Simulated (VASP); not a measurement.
# BN (Imm2) in VASP: notebook

Runs on BN. Level: r2SCAN. Tasks: single point.

Everything below comes from runs of VASP 6.6.1. Logs are shortened: lines on timing, memory, paths and dates and some standing lists are left out, and cuts for length are marked.

### Step 1. The cell of the first run

It takes space group Imm2 (No. 44, orthorhombic). Conventional cell: a = 2.552 Å, b = 2.552 Å, c = 3.610 Å, α = 90.00°, β = 90.00°, γ = 90.00°. B (site symmetry mm2) has 4 N at 1.41 to 1.75 Å within 1.9 Å. Within 1.9 Å of N (site symmetry mm2) lie 4 B at 1.41 to 1.75 Å.

### Step 2. Single point, r2SCAN (all B atoms moved -0.300 Å, as atom 1 along Cartesian [0 0 1])

Input file POSCAR:

```
BN
1.0
    0.0000000000      1.8048137558      1.8048137558
    1.8048137558      0.0000000000      1.8048137558
    1.8048137558      1.8048137558      0.0000000000
B N
1 1
Direct
   -0.0831110687     -0.0831110687      0.0831110687
    0.7500000000      0.7500000000      0.7500000000
```

Input file INCAR.step1:

```
PREC = Accurate
ENCUT = 520
ISMEAR = 0
SIGMA = 0.05
LREAL = False
LASPH = True
NELM = 60
NBANDS = 11
GGA = PE
ALGO = Normal
EDIFF = 1E-4
LWAVE = True
LCHARG = False
```

Input file INCAR.step2:

```
PREC = Accurate
ENCUT = 520
EDIFF = 1E-6
ISMEAR = 0
SIGMA = 0.05
LREAL = False
LASPH = True
NELM = 60
ALGO = Normal
ISIF = 2
LWAVE = False
LCHARG = False
METAGGA = R2SCAN
LMIXTAU = True
NBANDS = 11
ISTART = 1
```

Input file KPOINTS:

```
regular mesh
0
Gamma
  12 12 12
```

Potentials or basis: VASP PAW PBE potentials, release 64 (B, N).

The run is started by

```console
$ cat potpaw_PBE.64/B/POTCAR potpaw_PBE.64/N/POTCAR > POTCAR
$ cp INCAR.step1 INCAR
$ mpirun -np 1 vasp_std > vasp.out
$ cp INCAR.step2 INCAR
$ mpirun -np 1 vasp_std > vasp.out
```

OUTCAR:

```text
PREC = Accurate
   ENCUT = 520
   EDIFF = 1E-6
   ISMEAR = 0
   LREAL = False
   LASPH = True
   NELM = 60
   ISIF = 2
   METAGGA = R2SCAN
   ISTART = 1

 ion  position               nearest neighbor table
   1  0.917  0.917  0.083-   2 1.41   2 1.41   2 1.75   2 1.75
   2  0.750  0.750  0.750-   1 1.41   1 1.41   1 1.75   1 1.75

  LATTYP: Found a face centered cubic cell.
 ALAT       =     3.6096275116

  Lattice vectors:

 A1 = (   0.0000000000,   1.8048137558,   1.8048137558)
 A2 = (   1.8048137558,   0.0000000000,   1.8048137558)
 A3 = (   1.8048137558,   1.8048137558,   0.0000000000)

Analysis of symmetry for initial positions (statically):
=====================================================================
 Subroutine PRICEL returns:
 Original cell was already a primitive cell.

 Routine SETGRP: Setting up the symmetry group for a
 face centered cubic supercell.

 Subroutine GETGRP returns: Found  4 space group operations
 (whereof  4 operations were pure point group operations)
 out of a pool of 48 trial point group operations.

The static configuration has the point symmetry C_2v.

Analysis of symmetry for dynamics (positions and initial velocities):
=====================================================================
 Subroutine PRICEL returns:
 Original cell was already a primitive cell.

 Routine SETGRP: Setting up the symmetry group for a
 face centered cubic supercell.

 Subroutine GETGRP returns: Found  4 space group operations
 (whereof  4 operations were pure point group operations)
 out of a pool of 48 trial point group operations.

The dynamic configuration has the point symmetry C_2v.

 Subroutine INISYM returns: Found  4 space group operations
 (whereof  4 operations are pure point group operations),
 and found     1 'primitive' translations

----------------------------------------------------------------------------------------

                                     Primitive cell

  volume of cell :      11.7578

  direct lattice vectors                    reciprocal lattice vectors
     0.000000000  1.804813756  1.804813756    -0.277036896  0.277036896  0.277036896
     1.804813756  0.000000000  1.804813756     0.277036896 -0.277036896  0.277036896
     1.804813756  1.804813756  0.000000000     0.277036896  0.277036896 -0.277036896

  length of vectors
     2.552392091  2.552392091  2.552392091     0.479841979  0.479841979  0.479841979

  position of ions in fractional coordinates (direct lattice)
     0.916888931  0.916888931  0.083111069
     0.750000000  0.750000000  0.750000000

  ion indices of the primitive-cell ions
   primitive index   ion index
                 1           1
                 2           2

----------------------------------------------------------------------------------------

 KPOINTS: regular mesh

Automatic generation of k-mesh.
 Grid dimensions read from file:
 generate k-points for:   12   12   12

 Generating k-lattice:

  Cartesian coordinates                     Fractional coordinates (reciprocal lattice)
    -0.023086408  0.023086408  0.023086408     0.083333333  0.000000000  0.000000000
     0.023086408 -0.023086408  0.023086408     0.000000000  0.083333333  0.000000000
     0.023086408  0.023086408 -0.023086408     0.000000000  0.000000000  0.083333333

  Length of vectors
     0.039986832  0.039986832  0.039986832

  Shift w.r.t. Gamma in fractional coordinates (k-lattice)
     0.000000000  0.000000000  0.000000000

 Subroutine IBZKPT returns following result:
 ===========================================

 Found    280 irreducible k-points:

 Following reciprocal coordinates:
            Coordinates               Weight
  0.000000  0.000000  0.000000      1.000000
  0.083333  0.000000  0.000000      4.000000
  0.000000  0.000000  0.083333      4.000000
  0.166667  0.000000  0.000000      4.000000
  0.000000  0.000000  0.166667      4.000000
  0.250000  0.000000  0.000000      4.000000
[... 16 lines left out ...]
  0.083333  0.083333 -0.166667      4.000000
  0.333333  0.083333  0.000000      4.000000
 [... further k-points ...]
   k-points           NKPTS =    280   k-points in BZ     NKDIM =    280   number of bands    NBANDS=     11
   number of dos      NEDOS =    301   number of ions     NIONS =      2
   total plane-waves  NPLWV =   8000
   dimension x,y,z NGX =    20 NGY =   20 NGZ =   20
   dimension x,y,z NGXF=    40 NGYF=   40 NGZF=   40
   ions per type =               1   1
   NGX,Y,Z   is equivalent  to a cutoff of  13.03, 13.03, 13.03 a.u.
   NGXF,Y,Z  is equivalent  to a cutoff of  26.05, 26.05, 26.05 a.u.
 SYSTEM =  unknown system
   PREC   = accura    normal or accurate (medium, high low for compatibility)
   ISTART =      1    job   : 0-new  1-cont  2-samecut
   ICHARG =      0    charge: 1-file 2-atom 10-const
   ISPIN  =      1    spin polarized calculation?
   LNONCOLLINEAR =      F non collinear calculations
   LSORBIT =      F    spin-orbit coupling
   LASPH  =      T    aspherical Exc in radial PAW
   ENCUT  =  520.0 eV  38.22 Ry    6.18 a.u.   4.75  4.75  4.75*2*pi/ulx,y,z
   NELM   =     60;   NELMIN=  2; NELMDL=  0     # of ELM steps
   EDIFF  = 0.1E-05   stopping-criterion for ELM
   LREAL  =      F    real-space projection
   EDIFFG = 0.1E-04   stopping-criterion for IOM
   NSW    =      0    number of steps for IOM
   IBRION =     -1    ionic relax: 0-MD 1-quasi-New 2-CG
   NFREE  =      0    steps in history (QN), initial steepest desc. (CG)
   ISIF   =      2    stress and relaxation
   ISYM   =      2    0-nonsym 1-usesym 2-fastsym
   POTIM  = 0.5000    time-step for ionic-motion
   TEBEG  =    0.0;   TEEND  =   0.0 temperature during run
   PSTRESS=    0.0 pullay stress
   NELECT =       8.0000    total number of electrons
   NUPDOWN=      -1.0000    fix difference up-down
   EMIN   =  10.00;   EMAX   =-10.00  energy-range for DOS
   EFERMI =   0.00;   METHOD = LEGACY
   ISMEAR =     0;   SIGMA  =   0.05  broadening in eV -4-tet -1-fermi 0-gaus
   EFERMI_NEDOS =   21; number of points for ismear=-14 and -15
   IALGO  =     38    algorithm
   IMIX   =      4    mixing-type and parameters
     AMIX     =   0.40;   BMIX     =  1.00
     AMIX_MAG =   1.60;   BMIX_MAG =  1.00
  volume/ion in A,a.u.               =       5.88        39.67
  Fermi-wavevector in a.u.,A,eV,Ry     =   1.439889  2.720996 28.208703  2.073281
  Thomas-Fermi vector in A             =   2.558695
   LORBIT       =      0    0 simple, 1 ext, 2 COOP (PROOUT), +10 PAW based schemes
   METAGGA = R2SCAN    functional components
   LHFCALC =     F    Hartree Fock is set to
   AEXX    =    0.0000 exact exchange contribution
   IVDW    =     0    specifies the selected vdW correction
   LEPSILON=     F    determine dielectric tensor
   LRPA    =     F    only Hartree local field effects (RPA)
 non-spin polarized calculation
 Gauss-broadening in eV      SIGMA  =   0.05
  energy-cutoff  :      520.00
  volume of cell :       11.76
 maximum number of plane-waves:       332
   NGX =  9   NGY =  9   NGZ =  9

 number of electron       7.9999999 magnetization

 Free energy of the ion-electron system (eV)
  ---------------------------------------------------
  ext. energy  EPLUGINS =         0.00000000
  ---------------------------------------------------
  free energy    TOTEN  =       -18.17505605 eV

  energy without entropy =      -18.17505605  energy(sigma->0) =      -18.17505605

 E-fermi :   9.0072     XC(G=0): -13.6519

 val. band max:        8.6998039482   @ k =   0.0833   0.0833   0.1667
 cond. band min:      11.2909555200   @ k =   0.0000   0.5000   0.5000
 fundamental gap:      2.5911515717
 Fermi energy:         9.0071703386

 k-point     1 :       0.0000    0.0000    0.0000
  band No.  band energies     occupation
      1     -14.1012      2.00000
      2       3.9130      2.00000
      3       7.9922      2.00000
      4       8.6584      2.00000
      5      15.8264      0.00000
      6      16.7218      0.00000
      7      18.6338      0.00000
      8      20.2232      0.00000
      9      32.7352      0.00000
     10      34.0403      0.00000
     11      35.9338      0.00000

 k-point     2 :       0.0833    0.0000    0.0000
  band No.  band energies     occupation
      1     -13.9245      2.00000
      2       3.8062      2.00000
      3       7.0899      2.00000
      4       8.3790      2.00000
      5      15.7923      0.00000
      6      17.3212      0.00000
      7      18.9345      0.00000
      8      20.4870      0.00000
      9      32.3343      0.00000
     10      34.1234      0.00000
     11      34.3904      0.00000

 k-point     3 :       0.0000    0.0000    0.0833
  band No.  band energies     occupation
      1     -13.9328      2.00000
      2       3.4487      2.00000
      3       7.5780      2.00000
      4       8.5049      2.00000
      5      15.9045      0.00000
      6      16.8518      0.00000
      7      18.6413      0.00000
      8      21.1809      0.00000
      9      32.3528      0.00000
     10      32.5318      0.00000
     11      34.5416      0.00000

 k-point     4 :       0.1667    0.0000    0.0000
  band No.  band energies     occupation
      1     -13.4022      2.00000
      2       3.5295      2.00000
      3       4.7722      2.00000
      4       8.0539      2.00000
      5      15.6599      0.00000
      6      18.1952      0.00000
      7      19.8225      0.00000
      8      21.1323      0.00000
      9      31.7707      0.00000
     10      32.7158      0.00000
     11      33.5916      0.00000

 k-point     5 :       0.0000    0.0000    0.1667
  band No.  band energies     occupation
      1     -13.4354      2.00000
      2       2.1416      2.00000
      3       6.6587      2.00000
      4       8.1322      2.00000
      5      16.0448      0.00000
      6      17.0645      0.00000
      7      19.4294      0.00000
      8      22.8193      0.00000
      9      31.1230      0.00000
     10      31.4851      0.00000
     11      33.0972      0.00000
[... 211 lines left out ...]
 k-point    21 :       0.0000    0.2500    0.0833
  band No.  band energies     occupation
      1     -12.7339      2.00000
      2       2.7237      2.00000
      3       3.4588      2.00000
      4       7.2005      2.00000
      5      15.5101      0.00000
      6      18.6060      0.00000
      7      20.2929      0.00000
      8      22.1673      0.00000
      9      29.5789      0.00000
     10      33.7939      0.00000
     11      35.1271      0.00000

 k-point    22 :       0.0833    0.0000    0.2500
  band No.  band energies     occupation
      1     -12.7976      2.00000
      2       0.8663      2.00000
      3       5.6040      2.00000
      4       7.7499      2.00000
      5      15.9946      0.00000
      6      16.9417      0.00000
      7      20.6032      0.00000
      8      24.2441      0.00000
      9      28.7856      0.00000
     10      32.5479      0.00000
     11      33.5128      0.00000

 k-point    23 :       0.0833    0.0833   -0.1667
  band No.  band energies     occupation
      1     -12.7586      2.00000
      2       1.0480      2.00000
      3       5.6677      2.00000
      4       6.8815      2.00000
      5      16.0931      0.00000
      6      18.4053      0.00000
      7      20.3392      0.00000
      8      23.0370      0.00000
      9      28.2300      0.00000
     10      33.6110      0.00000
     11      34.2555      0.00000

 k-point    24 :       0.3333    0.0833    0.0000
  band No.  band energies     occupation
      1     -11.7159      2.00000
      2       0.3607      2.00000
      3       2.5559      2.00000
      4       7.1753      2.00000
      5      15.4870      0.00000
      6      18.5976      0.00000
      7      21.8713      0.00000
      8      22.6294      0.00000
      9      29.5793      0.00000
     10      33.6527      0.00000
     11      34.5762      0.00000

 [... further k-points ...]
[... 5 lines left out ...]
  --------------------------------------------------------------------------------------
  -------------------------------------------------------------------------------------
  Total        2.1732542      2.1732542      1.3667184      0.3738955      0.0000000      0.0000000
  in kB      296.1378646    296.1378646    186.2354870     50.9487672      0.0000000      0.0000000
  external PRESSURE =     259.5037387 kB  Pullay stress =       0.0000000 kB

 VOLUME and BASIS-vectors are now :
 -----------------------------------------------------------------------------
  energy-cutoff  :      520.00
  volume of cell :       11.76
      direct lattice vectors                 reciprocal lattice vectors
     0.000000000  1.804813756  1.804813756    -0.277036896  0.277036896  0.277036896
     1.804813756  0.000000000  1.804813756     0.277036896 -0.277036896  0.277036896
     1.804813756  1.804813756  0.000000000     0.277036896  0.277036896 -0.277036896

 POSITION                                       TOTAL-FORCE (eV/Angst)
 -----------------------------------------------------------------------------------
      1.80481      1.80481      3.30963         0.000000      0.000000      5.953320
      2.70722      2.70722      2.70722        -0.000000     -0.000000     -5.953320
 -----------------------------------------------------------------------------------
    total drift:                                0.000000      0.000000      0.000289

  FREE ENERGIE OF THE ION-ELECTRON SYSTEM (eV)
  ---------------------------------------------------
  free  energy   TOTEN  =       -18.1750560540 eV

  energy  without entropy=      -18.1750560540  energy(sigma->0) =      -18.17505605
```

Wall time 52 s (1 thread of Intel Xeon 6975P-C (Granite Rapids), shared host); peak memory 0.15 GiB.

Results:

- Free energy: -18.1751 eV
- Pressure: 26.0 GPa
- Largest force: 5.953 eV/Å
- Band gap on the k mesh: 2.59 eV, indirect (least direct gap 7.17 eV)

Forces in eV/Å, atoms in the order of the input:
```
B    0.000  0.000  5.953
N    0.000  0.000 -5.953
```

Caveat: the cell differs from its parent crystal (all B atoms moved -0.300 Å, as atom 1 along Cartesian [0 0 1]); the PAW data sets were made with another functional, which shifts forces and pressure a little. A k mesh can miss the band edges.

### Step 3. Single point, r2SCAN (all B atoms moved +0.225 Å, as atom 1 along Cartesian [0 0 1])

POSCAR, as its differences from that of step 2:

```diff
@@ -8,3 +8,3 @@
 Direct
-   -0.0831110687     -0.0831110687      0.0831110687
+    0.0623333015      0.0623333015     -0.0623333015
     0.7500000000      0.7500000000      0.7500000000
```

Input file INCAR.step1:

```
SYSTEM = BN
ALGO = Normal ; EDIFF = 1E-4
ENCUT = 520 ; GGA = PE
ISMEAR = 0 ; LASPH = .TRUE.
LCHARG = .FALSE. ; LREAL = .FALSE.
LWAVE = .TRUE. ; NBANDS = 11
NELM = 100 ; PREC = Accurate
SIGMA = 0.05
```

Input file INCAR.step2:

```
SYSTEM = BN
ALGO = Normal ; EDIFF = 1E-6
ENCUT = 520 ; ISIF = 2
ISMEAR = 0 ; ISTART = 1
LASPH = .TRUE. ; LCHARG = .FALSE.
LMIXTAU = .TRUE. ; LREAL = .FALSE.
LWAVE = .FALSE. ; METAGGA = R2SCAN
NBANDS = 11 ; NELM = 100
PREC = Accurate ; SIGMA = 0.05
```

Input file KPOINTS:

```
k-points
0
G
  12 12 12
  0 0 0
```

Potentials or basis: VASP PAW PBE potentials, release 64 (B, N).

The run is started by

```console
$ cat potpaw_PBE.64/B/POTCAR potpaw_PBE.64/N/POTCAR > POTCAR
$ cp INCAR.step1 INCAR
$ mpirun -np 1 vasp_std > vasp.out
$ cp INCAR.step2 INCAR
$ mpirun -np 1 vasp_std > vasp.out
```

Wall time 52 s (1 thread of Intel Xeon 6975P-C (Granite Rapids), shared host); peak memory 0.14 GiB.

Results (log left out):

* Free energy: -18.5853 eV
* Pressure: 15.5 GPa
* Largest force: 4.915 eV/Å
* Band gap on the k mesh: 3.08 eV, indirect (least direct gap 7.56 eV)

Forces in eV/Å, atoms in the order of the input:
```
B    0.000  0.000 -4.915
N    0.000  0.000  4.915
```

Stress tensor (GPa, compression positive):
```
17.69 -3.74  0.00
-3.74 17.69  0.00
 0.00  0.00 11.25
```

Levels at points of the mesh, in eV from the valence-band top:
```
           k point  band 1  band 2  band 3  band 4  band 5  band 6  band 7  band 8  band 9
(0.00, 0.00, 0.00)  -22.69   -3.80   -0.89    0.00    7.56    7.75    9.98   10.58   24.44
(0.50, 0.00, 0.00)  -18.53  -12.80   -4.09   -1.90    8.30    8.62   14.00   15.60   21.92
(0.00, 0.00, 0.50)  -18.40  -12.08   -5.32   -1.89    6.91   10.01   12.54   14.22   23.59
(0.50, 0.50, 0.00)  -16.92  -10.66   -7.74   -5.67    3.76    8.69   16.63   19.35   20.47
(0.00, 0.50, 0.50)  -17.16  -10.90   -6.10   -6.06    3.08    7.30   19.04   19.48   20.75
```

Caveat: the cell differs from its parent crystal (all B atoms moved +0.225 Å, as atom 1 along Cartesian [0 0 1]); the PAW data sets were made with another functional, which shifts forces and pressure a little. A k mesh can miss the band edges.
